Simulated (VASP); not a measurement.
# AlN (Fm-3m) in VASP: notebook

AlN is run at these levels: PBEsol, r2SCAN+rVV10; tasks: single point.

Everything below comes from runs of VASP 6.6.1. Logs are shortened: lines on timing, memory, paths and dates and some standing lists are left out, and cuts for length are marked.

## Step 1: The cell of the first run

Symmetry: Fm-3m, No. 225, cubic system. Conventional cell: a = 4.045 Å, b = 4.045 Å, c = 4.045 Å, α = 90.00°, β = 90.00°, γ = 90.00°. Within 2.7 Å of Al (site symmetry m-3m) lie 6 N at 2.02 Å. N (site symmetry m-3m) has 6 Al at 2.02 Å within 2.7 Å.

## Step 2: Single point, PBEsol

Contents of INCAR:

```
PREC = Accurate
ENCUT = 520
EDIFF = 1E-6
ISMEAR = -1
SIGMA = 0.03
LREAL = F
LASPH = T
NELM = 100
ALGO = Normal
ISIF = 2
LWAVE = F
LCHARG = F
GGA = PS
NBANDS = 11
```

Contents of KPOINTS:

```
regular mesh
0
Gamma
  10 10 10
```

Contents of POSCAR:

```
AlN
1.0
    0.0000000000      2.0225995745      2.0225995745
    2.0225995745      0.0000000000      2.0225995745
    2.0225995745      2.0225995745      0.0000000000
Al N
1 1
Direct
    0.0000000000      0.0000000000      0.0000000000
    0.5000000000      0.5000000000      0.5000000000
```

Potentials or basis: VASP PAW PBE potentials, release 64 (Al, N).

Run with:

```bash
$ cat potpaw_PBE.64/Al/POTCAR potpaw_PBE.64/N/POTCAR > POTCAR
$ mpirun -np 1 vasp_std > vasp.out
```

OUTCAR:

```text
PREC = Accurate
   ENCUT = 520
   EDIFF = 1E-6
   ISMEAR = -1
   LREAL = F
   LASPH = T
   NELM = 100
   ISIF = 2
   GGA = PS

 ion  position               nearest neighbor table
   1  0.000  0.000  0.000-   2 2.02   2 2.02   2 2.02   2 2.02   2 2.02   2 2.02
   2  0.500  0.500  0.500-   1 2.02   1 2.02   1 2.02   1 2.02   1 2.02   1 2.02

  LATTYP: Found a face centered cubic cell.
 ALAT       =     4.0451991490

  Lattice vectors:

 A1 = (   0.0000000000,   2.0225995745,   2.0225995745)
 A2 = (   2.0225995745,   0.0000000000,   2.0225995745)
 A3 = (   2.0225995745,   2.0225995745,   0.0000000000)

Analysis of symmetry for initial positions (statically):
=====================================================================
 Subroutine PRICEL returns:
 Original cell was already a primitive cell.

 Routine SETGRP: Setting up the symmetry group for a
 face centered cubic supercell.

 Subroutine GETGRP returns: Found 48 space group operations
 (whereof 48 operations were pure point group operations)
 out of a pool of 48 trial point group operations.

The static configuration has the point symmetry O_h .

Analysis of symmetry for dynamics (positions and initial velocities):
=====================================================================
 Subroutine PRICEL returns:
 Original cell was already a primitive cell.

 Routine SETGRP: Setting up the symmetry group for a
 face centered cubic supercell.

 Subroutine GETGRP returns: Found 48 space group operations
 (whereof 48 operations were pure point group operations)
 out of a pool of 48 trial point group operations.

The dynamic configuration has the point symmetry O_h .

 Subroutine INISYM returns: Found 48 space group operations
 (whereof 48 operations are pure point group operations),
 and found     1 'primitive' translations

----------------------------------------------------------------------------------------

                                     Primitive cell

  volume of cell :      16.5485

  direct lattice vectors                    reciprocal lattice vectors
     0.000000000  2.022599575  2.022599575    -0.247206618  0.247206618  0.247206618
     2.022599575  0.000000000  2.022599575     0.247206618 -0.247206618  0.247206618
     2.022599575  2.022599575  0.000000000     0.247206618  0.247206618 -0.247206618

  length of vectors
     2.860387750  2.860387750  2.860387750     0.428174422  0.428174422  0.428174422

  position of ions in fractional coordinates (direct lattice)
     0.000000000  0.000000000  0.000000000
     0.500000000  0.500000000  0.500000000

  ion indices of the primitive-cell ions
[... 79 lines left out ...]
   IBRION =     -1    ionic relax: 0-MD 1-quasi-New 2-CG
   NFREE  =      0    steps in history (QN), initial steepest desc. (CG)
   ISIF   =      2    stress and relaxation
   ISYM   =      2    0-nonsym 1-usesym 2-fastsym
   POTIM  = 0.5000    time-step for ionic-motion
   TEBEG  =    0.0;   TEEND  =   0.0 temperature during run
   PSTRESS=    0.0 pullay stress
   NELECT =       8.0000    total number of electrons
   NUPDOWN=      -1.0000    fix difference up-down
   EMIN   =  10.00;   EMAX   =-10.00  energy-range for DOS
   EFERMI =   0.00;   METHOD = LEGACY
   ISMEAR =    -1;   SIGMA  =   0.03  broadening in eV -4-tet -1-fermi 0-gaus
   EFERMI_NEDOS =   21; number of points for ismear=-14 and -15
   IALGO  =     38    algorithm
   IMIX   =      4    mixing-type and parameters
     AMIX     =   0.40;   BMIX     =  1.00
     AMIX_MAG =   1.60;   BMIX_MAG =  1.00
  volume/ion in A,a.u.               =       8.27        55.84
  Fermi-wavevector in a.u.,A,eV,Ry     =   1.284847  2.428010 22.460948  1.650833
  Thomas-Fermi vector in A             =   2.417017
   LORBIT       =      0    0 simple, 1 ext, 2 COOP (PROOUT), +10 PAW based schemes
   GGA     = PS    functional components
   LHFCALC =     F    Hartree Fock is set to
   AEXX    =    0.0000 exact exchange contribution
   IVDW    =     0    specifies the selected vdW correction
   LEPSILON=     F    determine dielectric tensor
   LRPA    =     F    only Hartree local field effects (RPA)
 non-spin polarized calculation
  energy-cutoff  :      520.00
  volume of cell :       16.55
 maximum number of plane-waves:       459
 NGX is ok and might be reduce to    24
   NGX = 11   NGY = 11   NGZ = 11

 number of electron       7.9999999 magnetization

 Free energy of the ion-electron system (eV)
  ---------------------------------------------------
  ext. energy  EPLUGINS =         0.00000000
  ---------------------------------------------------
  free energy    TOTEN  =       -15.44890399 eV

  energy without entropy =      -15.44890399  energy(sigma->0) =      -15.44890399

 E-fermi :  10.5291     XC(G=0): -12.4457

 val. band max:        9.8680457285   @ k =   0.0000   0.0000   0.0000
 cond. band min:      14.4094461135   @ k =   0.5000   0.5000   0.0000
 fundamental gap:      4.5414003851
 Fermi energy:        10.5290581499

 k-point     1 :       0.0000    0.0000    0.0000
  band No.  band energies     occupation
      1      -7.6692      2.00000
      2       9.8680      2.00000
      3       9.8680      2.00000
      4       9.8680      2.00000
      5      15.5174      0.00000
      6      21.8895      0.00000
      7      21.8895      0.00000
      8      21.8895      0.00000
      9      26.9647      0.00000
     10      27.5457      0.00000
     11      27.5457      0.00000
[... 309 lines left out ...]
 k-point    24 :       0.4000    0.3000    0.0000
  band No.  band energies     occupation
      1      -4.6315      2.00000
      2       3.9909      2.00000
      3       7.0445      2.00000
      4       7.5694      2.00000
      5      15.9201      0.00000
      6      16.6684      0.00000
      7      21.9891      0.00000
      8      25.3670      0.00000
      9      26.1261      0.00000
     10      31.5807      0.00000
     11      34.4939      0.00000

 [... further k-points ...]
[... 5 lines left out ...]
  --------------------------------------------------------------------------------------
  -------------------------------------------------------------------------------------
  Total       -0.0087532     -0.0087532     -0.0087532     -0.0000000      0.0000000      0.0000000
  in kB       -0.8474574     -0.8474574     -0.8474574     -0.0000000      0.0000000      0.0000000
  external PRESSURE =      -0.8474574 kB  Pullay stress =       0.0000000 kB

 VOLUME and BASIS-vectors are now :
 -----------------------------------------------------------------------------
  energy-cutoff  :      520.00
  volume of cell :       16.55
      direct lattice vectors                 reciprocal lattice vectors
     0.000000000  2.022599575  2.022599575    -0.247206618  0.247206618  0.247206618
     2.022599575  0.000000000  2.022599575     0.247206618 -0.247206618  0.247206618
     2.022599575  2.022599575  0.000000000     0.247206618  0.247206618 -0.247206618

 POSITION                                       TOTAL-FORCE (eV/Angst)
 -----------------------------------------------------------------------------------
      0.00000      0.00000      0.00000        -0.000000     -0.000000     -0.000000
      2.02260      2.02260      2.02260         0.000000      0.000000      0.000000
 -----------------------------------------------------------------------------------
    total drift:                               -0.000000     -0.000000      0.000000

  FREE ENERGIE OF THE ION-ELECTRON SYSTEM (eV)
  ---------------------------------------------------
  free  energy   TOTEN  =       -15.4489039888 eV

  energy  without entropy=      -15.4489039888  energy(sigma->0) =      -15.44890399
```

OSZICAR:

```text
N       E                     dE             d eps       ncg     rms          rms(c)
DAV:   1     0.982936708261E+01    0.98294E+01   -0.40691E+03  1058   0.629E+02
DAV:   2    -0.163149267256E+02   -0.26144E+02   -0.25207E+02  1252   0.137E+02
DAV:   3    -0.170594352907E+02   -0.74451E+00   -0.74279E+00  1268   0.221E+01
DAV:   4    -0.170624353199E+02   -0.30000E-02   -0.29999E-02  1154   0.149E+00
DAV:   5    -0.170624610273E+02   -0.25707E-04   -0.25707E-04  1226   0.132E-01    0.728E+00
DAV:   6    -0.154894724560E+02    0.15730E+01   -0.67365E+00  1133   0.136E+01    0.272E+00
DAV:   7    -0.154625203780E+02    0.26952E-01   -0.15632E-01  1148   0.286E+00    0.175E+00
DAV:   8    -0.154491873527E+02    0.13333E-01   -0.13594E-02  1088   0.104E+00    0.343E-01
DAV:   9    -0.154488852540E+02    0.30210E-03   -0.13191E-03  1199   0.217E-01    0.156E-01
DAV:  10    -0.154489072082E+02   -0.21954E-04   -0.65504E-05  1177   0.597E-02    0.362E-02
DAV:  11    -0.154489042119E+02    0.29963E-05   -0.74273E-06  1121   0.160E-02    0.594E-03
DAV:  12    -0.154489039888E+02    0.22308E-06   -0.25668E-07   592   0.437E-03
   1 F= -.15448904E+02 E0= -.15448904E+02  d E =-.128609E-11
```

Run time: 3.4 s. Hardware: 1 thread of Intel Xeon 6975P-C (Granite Rapids), shared host; peak memory 0.13 GiB.

What came out:

```yaml
Free_energy: -15.4489 eV
Pressure: -0.1 GPa
Band_gap_on_the_k_mesh: 4.54 eV, indirect (least direct gap 5.65 eV)
```

Caveat: the PAW data sets were made with another functional, which shifts forces and pressure a little. A k mesh can miss the band edges.

## Step 3: Single point, r2SCAN+rVV10

This run uses another cell than the first one, of 8.20 Å³/atom, 0.991 times its volume.

Contents of POSCAR:

```
AlN
1.0
    0.0000000000      2.0165820713      2.0165820713
    2.0165820713      0.0000000000      2.0165820713
    2.0165820713      2.0165820713      0.0000000000
Al N
1 1
Direct
    0.0000000000      0.0000000000      0.0000000000
    0.5000000000      0.5000000000      0.5000000000
```

Contents of INCAR.step1:

```
ALGO     = Normal         # electronic algorithm
EDIFF    = 1E-4           # SCF threshold, eV
ENCUT    = 520            # plane-wave cutoff, eV
GGA      = PE             # functional
ISMEAR   = -1             # smearing method
LASPH    = T              # aspherical terms in the spheres
LCHARG   = F              # write CHGCAR
LREAL    = F              # projectors in reciprocal space
LWAVE    = T              # write WAVECAR
NBANDS   = 11             # bands
NELM     = 60             # most SCF steps
PREC     = Accurate       # precision mode
SIGMA    = 0.03           # smearing width, eV
```

Contents of INCAR.step2:

```
ALGO     = Normal         # electronic algorithm
BPARAM   = 11.95        
CPARAM   = 0.0093       
EDIFF    = 1E-7           # SCF threshold, eV
ENCUT    = 520            # plane-wave cutoff, eV
ISIF     = 2              # what is computed and relaxed
ISMEAR   = -1             # smearing method
ISTART   = 1            
IVDW_NL  = 2            
LASPH    = T              # aspherical terms in the spheres
LCHARG   = F              # write CHGCAR
LMIXTAU  = T            
LREAL    = F              # projectors in reciprocal space
LUSE_VDW = T            
LWAVE    = F              # write WAVECAR
METAGGA  = R2SCAN         # meta-GGA
NBANDS   = 11             # bands
NELM     = 60             # most SCF steps
PREC     = Accurate       # precision mode
SIGMA    = 0.03           # smearing width, eV
```

Contents of KPOINTS:

```
k-points
0
Gamma
  12 12 12
```

Potentials or basis: VASP PAW PBE potentials, release 64 (Al, N).

Run with:

```bash
$ cat potpaw_PBE.64/Al/POTCAR potpaw_PBE.64/N/POTCAR > POTCAR
$ cp INCAR.step1 INCAR
$ mpirun -np 1 vasp_std > vasp.out
$ cp INCAR.step2 INCAR
$ mpirun -np 1 vasp_std > vasp.out
```

OUTCAR:

```text
BPARAM = 11.95
   EDIFF = 1E-7
   ENCUT = 520
   ISIF = 2
   ISMEAR = -1
   ISTART = 1
   IVDW_NL = 2
   LASPH = T
   LREAL = F
   METAGGA = R2SCAN
   NELM = 60
   PREC = Accurate

 ion  position               nearest neighbor table
   1  0.000  0.000  0.000-   2 2.02   2 2.02   2 2.02   2 2.02   2 2.02   2 2.02
   2  0.500  0.500  0.500-   1 2.02   1 2.02   1 2.02   1 2.02   1 2.02   1 2.02

  LATTYP: Found a face centered cubic cell.
 ALAT       =     4.0331641426

  Lattice vectors:

 A1 = (   0.0000000000,   2.0165820713,   2.0165820713)
 A2 = (   2.0165820713,   0.0000000000,   2.0165820713)
 A3 = (   2.0165820713,   2.0165820713,   0.0000000000)

Analysis of symmetry for initial positions (statically):
=====================================================================
 Subroutine PRICEL returns:
 Original cell was already a primitive cell.

 Routine SETGRP: Setting up the symmetry group for a
 face centered cubic supercell.

 Subroutine GETGRP returns: Found 48 space group operations
 (whereof 48 operations were pure point group operations)
 out of a pool of 48 trial point group operations.

The static configuration has the point symmetry O_h .

Analysis of symmetry for dynamics (positions and initial velocities):
=====================================================================
 Subroutine PRICEL returns:
 Original cell was already a primitive cell.

 Routine SETGRP: Setting up the symmetry group for a
 face centered cubic supercell.

 Subroutine GETGRP returns: Found 48 space group operations
 (whereof 48 operations were pure point group operations)
 out of a pool of 48 trial point group operations.

The dynamic configuration has the point symmetry O_h .

 Subroutine INISYM returns: Found 48 space group operations
 (whereof 48 operations are pure point group operations),
 and found     1 'primitive' translations

----------------------------------------------------------------------------------------

                                     Primitive cell

[... 114 lines left out ...]
   LORBIT       =      0    0 simple, 1 ext, 2 COOP (PROOUT), +10 PAW based schemes
   METAGGA = R2SCAN    functional components
   LHFCALC =     F    Hartree Fock is set to
   AEXX    =    0.0000 exact exchange contribution
   IVDW_NL    =     2    kernel type
   BPARAM     =11.9500
   IVDW    =     0    specifies the selected vdW correction
   LEPSILON=     F    determine dielectric tensor
   LRPA    =     F    only Hartree local field effects (RPA)
 non-spin polarized calculation
  energy-cutoff  :      520.00
  volume of cell :       16.40
 maximum number of plane-waves:       459
 NGX is ok and might be reduce to    24
   NGX = 11   NGY = 11   NGZ = 11

 number of electron       7.9999999 magnetization

 Free energy of the ion-electron system (eV)
  ---------------------------------------------------
  ext. energy  EPLUGINS =         0.00000000
  ---------------------------------------------------
  free energy    TOTEN  =       -18.75204809 eV

  energy without entropy =      -18.75204809  energy(sigma->0) =      -18.75204809

 E-fermi :  10.5416     XC(G=0): -12.9405

 val. band max:        9.8663704477   @ k =   0.0000   0.0000   0.0000
 cond. band min:      15.4065825720   @ k =   0.5000   0.5000   0.0000
 fundamental gap:      5.5402121243
 Fermi energy:        10.5416194756

 k-point     1 :       0.0000    0.0000    0.0000
  band No.  band energies     occupation
      1      -8.6136      2.00000
      2       9.8664      2.00000
      3       9.8664      2.00000
      4       9.8664      2.00000
      5      16.4753      0.00000
      6      22.7774      0.00000
      7      22.7774      0.00000
      8      22.7774      0.00000
      9      28.4873      0.00000
     10      28.4873      0.00000
     11      28.5665      0.00000
[... 309 lines left out ...]
 k-point    24 :      -0.4167    0.1667    0.0000
  band No.  band energies     occupation
      1      -5.0658      2.00000
      2       1.9720      2.00000
      3       6.7117      2.00000
      4       8.3516      2.00000
      5      18.2255      0.00000
      6      20.3446      0.00000
      7      22.9629      0.00000
      8      23.8978      0.00000
      9      29.5338      0.00000
     10      30.9600      0.00000
     11      31.3869      0.00000

 [... further k-points ...]
[... 5 lines left out ...]
  --------------------------------------------------------------------------------------
  -------------------------------------------------------------------------------------
  Total       -0.0744625     -0.0744625     -0.0744625      0.0000000      0.0000000      0.0000000
  in kB       -7.2739517     -7.2739517     -7.2739517      0.0000000      0.0000000      0.0000000
  external PRESSURE =      -7.2739517 kB  Pullay stress =       0.0000000 kB

 VOLUME and BASIS-vectors are now :
 -----------------------------------------------------------------------------
  energy-cutoff  :      520.00
  volume of cell :       16.40
      direct lattice vectors                 reciprocal lattice vectors
     0.000000000  2.016582071  2.016582071    -0.247944285  0.247944285  0.247944285
     2.016582071  0.000000000  2.016582071     0.247944285 -0.247944285  0.247944285
     2.016582071  2.016582071  0.000000000     0.247944285  0.247944285 -0.247944285

 POSITION                                       TOTAL-FORCE (eV/Angst)
 -----------------------------------------------------------------------------------
      0.00000      0.00000      0.00000         0.000000      0.000000      0.000000
      2.01658      2.01658      2.01658        -0.000000     -0.000000     -0.000000
 -----------------------------------------------------------------------------------
    total drift:                               -0.000000     -0.000000      0.000000

  FREE ENERGIE OF THE ION-ELECTRON SYSTEM (eV)
  ---------------------------------------------------
  free  energy   TOTEN  =       -18.7520480933 eV

  energy  without entropy=      -18.7520480933  energy(sigma->0) =      -18.75204809
```

OSZICAR.step1:

```text
N       E                     dE             d eps       ncg     rms          rms(c)
DAV:   1     0.109540109786E+02    0.10954E+02   -0.40329E+03  1648   0.632E+02
DAV:   2    -0.155605211061E+02   -0.26515E+02   -0.25186E+02  1920   0.141E+02
DAV:   3    -0.162843953454E+02   -0.72387E+00   -0.72282E+00  1888   0.215E+01
DAV:   4    -0.162873771979E+02   -0.29819E-02   -0.29817E-02  1761   0.148E+00
DAV:   5    -0.162874030552E+02   -0.25857E-04   -0.25857E-04  1878   0.130E-01    0.763E+00
DAV:   6    -0.145572460876E+02    0.17302E+01   -0.74515E+00  1740   0.145E+01    0.271E+00
DAV:   7    -0.145417632386E+02    0.15483E-01   -0.18363E-01  1769   0.312E+00    0.178E+00
DAV:   8    -0.145363679555E+02    0.53953E-02   -0.15411E-02  1668   0.108E+00    0.336E-01
DAV:   9    -0.145360284894E+02    0.33947E-03   -0.14285E-03  1812   0.226E-01    0.151E-01
DAV:  10    -0.145360861161E+02   -0.57627E-04   -0.12780E-04   982   0.851E-02
   1 F= -.14536086E+02 E0= -.14536086E+02  d E =-.141528E-11
```

Wall time 35 s (1 thread of Intel Xeon 6975P-C (Granite Rapids), shared host); peak memory 0.21 GiB.

Results:

```yaml
Free_energy: -18.7520 eV
Pressure: -0.7 GPa
Band_gap_on_the_k_mesh: 5.54 eV, indirect (least direct gap 6.61 eV)
```

Caveat: the PAW data sets were made with another functional, which shifts forces and pressure a little. r2SCAN opens gaps a little over a GGA but as a rule still falls short of measured ones.
